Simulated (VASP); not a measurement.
Set up this calculation in VASP 6.6.1, as the native input.

- Task: single point
- Functional: PBEsol
- Dispersion: D4
- Potentials or basis: VASP PAW PBE potentials, release 64 (W_sv, C)
- Cutoff: 600 eV
- k mesh: 3 × 3 × 3
- Occupations: methfessel-paxton, width 0.05 eV
- Spin: no spin polarisation
- Dipole correction: no
- Further INCAR settings: ALGO = Normal; EDIFF = 1e-06; NBANDS = 16

The structure of WC lies in POSCAR:

```
WC
1.0
    0.0000000000      2.1926840000      2.1926840000
    2.1926840000      0.0000000000      2.1926840000
    2.1926840000      2.1926840000      0.0000000000
W C
1 1
Direct
    0.0000000000      0.0000000000      0.0000000000
    0.5000000000      0.5000000000      0.5000000000
```

These files were run (other wordings do the same):

INCAR

```
PREC = Accurate
ENCUT = 600
EDIFF = 1E-6
ISMEAR = 1
SIGMA = 0.05
LREAL = False
LASPH = True
NELM = 120
ALGO = Normal
ISIF = 2
LWAVE = False
LCHARG = False
GGA = PS
IVDW = 13
NBANDS = 16
GGA_COMPAT = False
```

KPOINTS

```
Automatic mesh
0
Gamma
  3 3 3
```

Potentials or basis: VASP PAW PBE potentials, release 64 (W_sv, C).

Run with:

```sh
$ cat potpaw_PBE.64/W_sv/POTCAR potpaw_PBE.64/C/POTCAR > POTCAR
$ mpirun -np 1 vasp_std > vasp.out
```

It gave:

The pressure is -6.3 GPa, the band gap on the k mesh is zero (band 9 reaches 12.04 eV, above the bottom of band 10 at 11.21 eV) and the dispersion energy per atom is -0.279 eV.

Caveat: the k points lie up to 0.83 Å⁻¹ apart; the PAW data sets were made with another functional, which shifts forces and pressure a little; spin-orbit coupling is left out, which moves the levels of the heavy elements; pairwise dispersion overbinds metals, which lowers pressure and volume.

It used 7.1 s of CPU time on 1 thread of AMD EPYC 7R13 Processor (Zen 3), with other jobs on the host.
